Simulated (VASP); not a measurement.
# MoW3 (Fm-3m) in VASP: a series of runs

The runs below take MoW3 through relaxation of cell and atoms, with PBE.

Program: VASP 6.6.1. These are calculated values, not measurements. Logs are shortened: lines on timing, memory, paths and dates and some standing lists are left out, and cuts for length are marked.

## 1. The cell of the first run

The structure is cubic, space group Fm-3m (No. 225). Conventional cell: a = 6.853 Å, b = 6.853 Å, c = 6.853 Å, α = 90.00°, β = 90.00°, γ = 90.00°. Within 3.9 Å of Mo (site symmetry m-3m) lie 14 W at 2.97 to 3.43 Å. W (site symmetry -43m) has 4 Mo at 2.97 Å and 10 W at 2.97 to 3.43 Å within 3.9 Å. Within 3.9 Å of W (site symmetry m-3m) lie 8 W at 2.97 Å and 6 Mo at 3.43 Å.

The cell was generated, and may not be a known phase.

## 2. Relaxation of cell and atoms, PBE

Contents of INCAR:

```
SYSTEM = MoW3
ALGO     = Normal         ! electronic algorithm
EDIFF    = 1E-6           ! SCF threshold, eV
EDIFFG   = -0.04          ! ionic threshold
ENCUT    = 600            ! plane-wave cutoff, eV
GGA      = PE             ! functional
IBRION   = 2              ! ionic algorithm
ISIF     = 3              ! what is computed and relaxed
ISMEAR   = 0              ! smearing method
LASPH    = .TRUE.         ! aspherical terms in the spheres
LCHARG   = .FALSE.        ! write CHGCAR
LREAL    = .FALSE.        ! projectors in reciprocal space
LWAVE    = .FALSE.        ! write WAVECAR
NELM     = 60             ! most SCF steps
NSW      = 90             ! ionic steps
PREC     = Accurate       ! precision mode
SIGMA    = 0.1            ! smearing width, eV
```

Contents of KPOINTS:

```
k-points
0
G
  4 4 4
  0 0 0
```

Contents of POSCAR:

```
MoW3
1.0
    0.0000000000      3.4267157100      3.4267157100
    3.4267157100      0.0000000000      3.4267157100
    3.4267157100      3.4267157100      0.0000000000
Mo W
1 3
Direct
    0.0000000000      0.0000000000      0.0000000000
    0.7500000000      0.7500000000      0.7500000000
    0.5000000000      0.5000000000      0.5000000000
    0.2500000000      0.2500000000      0.2500000000
```

Potentials or basis: VASP PAW PBE potentials, release 64 (Mo_sv, W_sv).

Run with:

```
cat potpaw_PBE.64/Mo_sv/POTCAR potpaw_PBE.64/W_sv/POTCAR > POTCAR
mpirun -np 1 vasp_std > vasp.out
```

OUTCAR:

```text
SYSTEM = MoW3
   EDIFF = 1E-6
   EDIFFG = -0.04
   ENCUT = 600
   GGA = PE
   IBRION = 2
   ISIF = 3
   ISMEAR = 0
   LASPH = .TRUE.
   LREAL = .FALSE.
   NELM = 60
   NSW = 90
   PREC = Accurate

 ion  position               nearest neighbor table
   1  0.000  0.000  0.000-   2 2.97   2 2.97   2 2.97   2 2.97   4 2.97   4 2.97   4 2.97   4 2.97
                             3 3.43   3 3.43   3 3.43   3 3.43   3 3.43   3 3.43
   2  0.750  0.750  0.750-   3 2.97   3 2.97   3 2.97   1 2.97   3 2.97   1 2.97   1 2.97   1 2.97
                             4 3.43   4 3.43   4 3.43   4 3.43   4 3.43   4 3.43
   3  0.500  0.500  0.500-   4 2.97   4 2.97   4 2.97   2 2.97   4 2.97   2 2.97   2 2.97   2 2.97
                             1 3.43   1 3.43   1 3.43   1 3.43   1 3.43   1 3.43
   4  0.250  0.250  0.250-   1 2.97   1 2.97   1 2.97   1 2.97   3 2.97   3 2.97   3 2.97   3 2.97
                             2 3.43   2 3.43   2 3.43   2 3.43   2 3.43   2 3.43

  LATTYP: Found a face centered cubic cell.
 ALAT       =     6.8534314200

  Lattice vectors:

 A1 = (   0.0000000000,   3.4267157100,   3.4267157100)
 A2 = (   3.4267157100,   0.0000000000,   3.4267157100)
 A3 = (   3.4267157100,   3.4267157100,   0.0000000000)

Analysis of symmetry for initial positions (statically):
=====================================================================
 Subroutine PRICEL returns:
 Original cell was already a primitive cell.

 Routine SETGRP: Setting up the symmetry group for a
 face centered cubic supercell.

 Subroutine GETGRP returns: Found 48 space group operations
 (whereof 48 operations were pure point group operations)
 out of a pool of 48 trial point group operations.

The static configuration has the point symmetry O_h .

Analysis of symmetry for dynamics (positions and initial velocities):
=====================================================================
 Subroutine PRICEL returns:
 Original cell was already a primitive cell.

 Routine SETGRP: Setting up the symmetry group for a
 face centered cubic supercell.

 Subroutine GETGRP returns: Found 48 space group operations
 (whereof 48 operations were pure point group operations)
 out of a pool of 48 trial point group operations.

The dynamic configuration has the point symmetry O_h .

 Subroutine INISYM returns: Found 48 space group operations
 (whereof 48 operations are pure point group operations),
 and found     1 'primitive' translations

----------------------------------------------------------------------------------------

                                     Primitive cell

  volume of cell :      80.4756

  direct lattice vectors                    reciprocal lattice vectors
     0.000000000  3.426715710  3.426715710    -0.145912309  0.145912309  0.145912309
     3.426715710  0.000000000  3.426715710     0.145912309 -0.145912309  0.145912309
     3.426715710  3.426715710  0.000000000     0.145912309  0.145912309 -0.145912309

  length of vectors
     4.846107831  4.846107831  4.846107831     0.252727532  0.252727532  0.252727532

  position of ions in fractional coordinates (direct lattice)
     0.000000000  0.000000000  0.000000000
     0.750000000  0.750000000  0.750000000
     0.500000000  0.500000000  0.500000000
     0.250000000  0.250000000  0.250000000

  ion indices of the primitive-cell ions
   primitive index   ion index
                 1           1
                 2           2
                 3           3
                 4           4

----------------------------------------------------------------------------------------

 KPOINTS: k-points

Automatic generation of k-mesh.
 Grid dimensions read from file:
 generate k-points for:    4    4    4

 Generating k-lattice:

  Cartesian coordinates                     Fractional coordinates (reciprocal lattice)
    -0.036478077  0.036478077  0.036478077     0.250000000  0.000000000  0.000000000
     0.036478077 -0.036478077  0.036478077     0.000000000  0.250000000  0.000000000
     0.036478077  0.036478077 -0.036478077     0.000000000  0.000000000  0.250000000

  Length of vectors
     0.063181883  0.063181883  0.063181883

  Shift w.r.t. Gamma in fractional coordinates (k-lattice)
     0.000000000  0.000000000  0.000000000

 Subroutine IBZKPT returns following result:
 ===========================================

 Found      8 irreducible k-points:

 Following reciprocal coordinates:
            Coordinates               Weight
  0.000000  0.000000  0.000000      1.000000
  0.250000  0.000000  0.000000      8.000000
  0.500000  0.000000  0.000000      4.000000
  0.250000  0.250000  0.000000      6.000000
  0.500000  0.250000  0.000000     24.000000
 -0.250000  0.250000  0.000000     12.000000
  0.500000  0.500000  0.000000      3.000000
 -0.250000  0.500000  0.250000      6.000000
   k-points           NKPTS =      8   k-points in BZ     NKDIM =      8   number of bands    NBANDS=     33
   number of dos      NEDOS =    301   number of ions     NIONS =      4
   total plane-waves  NPLWV =  64000
   dimension x,y,z NGX =    40 NGY =   40 NGZ =   40
   dimension x,y,z NGXF=    80 NGYF=   80 NGZF=   80
   ions per type =               1   3
   NGX,Y,Z   is equivalent  to a cutoff of  13.72, 13.72, 13.72 a.u.
   NGXF,Y,Z  is equivalent  to a cutoff of  27.44, 27.44, 27.44 a.u.
 SYSTEM =  MoW3
   PREC   = accura    normal or accurate (medium, high low for compatibility)
   ISTART =      0    job   : 0-new  1-cont  2-samecut
   ICHARG =      2    charge: 1-file 2-atom 10-const
   ISPIN  =      1    spin polarized calculation?
   LNONCOLLINEAR =      F non collinear calculations
   LSORBIT =      F    spin-orbit coupling
   LASPH  =      T    aspherical Exc in radial PAW
   ENCUT  =  600.0 eV  44.10 Ry    6.64 a.u.   9.68  9.68  9.68*2*pi/ulx,y,z
   NELM   =     60;   NELMIN=  2; NELMDL= -5     # of ELM steps
   EDIFF  = 0.1E-05   stopping-criterion for ELM
   LREAL  =      F    real-space projection
   EDIFFG = -.4E-01   stopping-criterion for IOM
   NSW    =     90    number of steps for IOM
   IBRION =      2    ionic relax: 0-MD 1-quasi-New 2-CG
   NFREE  =      1    steps in history (QN), initial steepest desc. (CG)
   ISIF   =      3    stress and relaxation
   ISYM   =      2    0-nonsym 1-usesym 2-fastsym
   POTIM  = 0.5000    time-step for ionic-motion
   TEBEG  =    0.0;   TEEND  =   0.0 temperature during run
   PSTRESS=    0.0 pullay stress
   NELECT =      56.0000    total number of electrons
   NUPDOWN=      -1.0000    fix difference up-down
   EMIN   =  10.00;   EMAX   =-10.00  energy-range for DOS
   EFERMI =   0.00;   METHOD = LEGACY
   ISMEAR =     0;   SIGMA  =   0.10  broadening in eV -4-tet -1-fermi 0-gaus
   EFERMI_NEDOS =   21; number of points for ismear=-14 and -15
   IALGO  =     38    algorithm
   IMIX   =      4    mixing-type and parameters
     AMIX     =   0.40;   BMIX     =  1.00
     AMIX_MAG =   1.60;   BMIX_MAG =  1.00
  volume/ion in A,a.u.               =      20.12       135.77
  Fermi-wavevector in a.u.,A,eV,Ry     =   1.450717  2.741458 28.634555  2.104580
  Thomas-Fermi vector in A             =   2.568297
   LORBIT       =      0    0 simple, 1 ext, 2 COOP (PROOUT), +10 PAW based schemes
   GGA     = PE    functional components
   LHFCALC =     F    Hartree Fock is set to
   AEXX    =    0.0000 exact exchange contribution
   IVDW    =     0    specifies the selected vdW correction
   LEPSILON=     F    determine dielectric tensor
   LRPA    =     F    only Hartree local field effects (RPA)
 conjugate gradient relaxation of ions
 non-spin polarized calculation
 Gauss-broadening in eV      SIGMA  =   0.10
  energy-cutoff  :      600.00
  volume of cell :       80.48
 maximum number of plane-waves:      2733
 NGX is ok and might be reduce to    40
   NGX = 19   NGY = 19   NGZ = 19

--------------------------------------- Ionic step        1  -------------------------------------------

 number of electron      55.9999994 magnetization

 Free energy of the ion-electron system (eV)
  ---------------------------------------------------
  ext. energy  EPLUGINS =         0.00000000
  ---------------------------------------------------
  free energy    TOTEN  =       -47.40025248 eV

  energy without entropy =      -47.39104499  energy(sigma->0) =      -47.39564874

 E-fermi :   8.5018     XC(G=0): -12.2564

 val. band max:        8.4316585891   @ k =   0.2500   0.0000   0.0000
 cond. band min:       8.5895707996   @ k =  -0.2500   0.2500   0.0000
 fundamental gap:      0.1579122105
 Fermi energy:         8.5017629346

 k-point     1 :       0.0000    0.0000    0.0000
  band No.  band energies     occupation
      1     -66.0506      2.00000
      2     -66.0376      2.00000
      3     -65.9026      2.00000
      4     -52.8171      2.00000
      5     -30.1952      2.00000
      6     -30.1952      2.00000
[... 384 lines left out ...]
  FREE ENERGIE OF THE ION-ELECTRON SYSTEM (eV)
  ---------------------------------------------------
  free  energy   TOTEN  =       -49.7393870977 eV

  energy  without entropy=      -49.7320789496  energy(sigma->0) =      -49.73573302

[... ionic steps 4 to 12 ...]

--------------------------------------- Ionic step       13  -------------------------------------------

 number of electron      55.9999996 magnetization

------------------------ aborting loop because EDIFF is reached ----------------------------------------

  FORCE on cell =-STRESS in cart. coord.  units (eV):
  Direction    XX          YY          ZZ          XY          YZ          ZX
  --------------------------------------------------------------------------------------
  -------------------------------------------------------------------------------------
  Total       -0.2333433     -0.2333433     -0.2333433      0.0000000      0.0000000      0.0000000
  in kB       -5.8065009     -5.8065009     -5.8065009      0.0000000      0.0000000      0.0000000
  external PRESSURE =      -5.8065009 kB  Pullay stress =       0.0000000 kB
[... 61 lines left out ...]
  energy  without entropy=      -49.9211694561  energy(sigma->0) =      -49.92449483

--------------------------------------- Ionic step       15  -------------------------------------------

 number of electron      55.9999996 magnetization

 Free energy of the ion-electron system (eV)
  ---------------------------------------------------
  ext. energy  EPLUGINS =         0.00000000
  ---------------------------------------------------
  free energy    TOTEN  =       -49.92790472 eV

  energy without entropy =      -49.92125843  energy(sigma->0) =      -49.92458158

 E-fermi :  11.5433     XC(G=0): -13.4745

 val. band max:       11.4529167148   @ k =   0.2500   0.0000   0.0000
 cond. band min:      11.6503929905   @ k =  -0.2500   0.2500   0.0000
 fundamental gap:      0.1974762757
 Fermi energy:        11.5432770382

 k-point     1 :       0.0000    0.0000    0.0000
  band No.  band energies     occupation
      1     -62.6924      2.00000
      2     -62.6380      2.00000
      3     -62.4579      2.00000
      4     -49.5923      2.00000
      5     -27.0635      2.00000
      6     -27.0635      2.00000
[... 308 lines left out ...]
  FREE ENERGIE OF THE ION-ELECTRON SYSTEM (eV)
  ---------------------------------------------------
  free  energy   TOTEN  =       -49.9279047193 eV

  energy  without entropy=      -49.9212584324  energy(sigma->0) =      -49.92458158

 reached required accuracy - stopping structural energy minimisation
```

Run time: 8.3 min. Hardware: 1 thread of Intel Xeon 8259CL, shared host; peak memory 0.26 GiB.

What came out:

| Property | Result |
| --- | --- |
| Free energy | -49.9279 eV |
| Relaxed volume | 16.08 Å³/atom |
| Relaxed cell | a = 4.498 Å, b = 4.498 Å, c = 4.498 Å, α = 60.00°, β = 60.00°, γ = 60.00° |
| Space group after relaxing (to 0.1 Å) | Fm-3m (No. 225) |
| Pressure after relaxing | -0.3 GPa |

Final structure:
```xyz
4
Lattice="0.0000 3.1803 3.1803 3.1803 0.0000 3.1803 3.1803 3.1803 0.0000" Properties=species:S:1:pos:R:3 pbc="T T T"
Mo    0.0000    0.0000    0.0000
W     4.7705    4.7705    4.7705
W     3.1803    3.1803    3.1803
W     1.5902    1.5902    1.5902
```

Caveat: the k points lie up to 0.43 Å⁻¹ apart in the final cell; the volume moved by over 15 % at a fixed basis, so the end points are rough; spin-orbit coupling is left out, which moves the levels of the heavy elements.

(Part 1 of 2 ends here.)
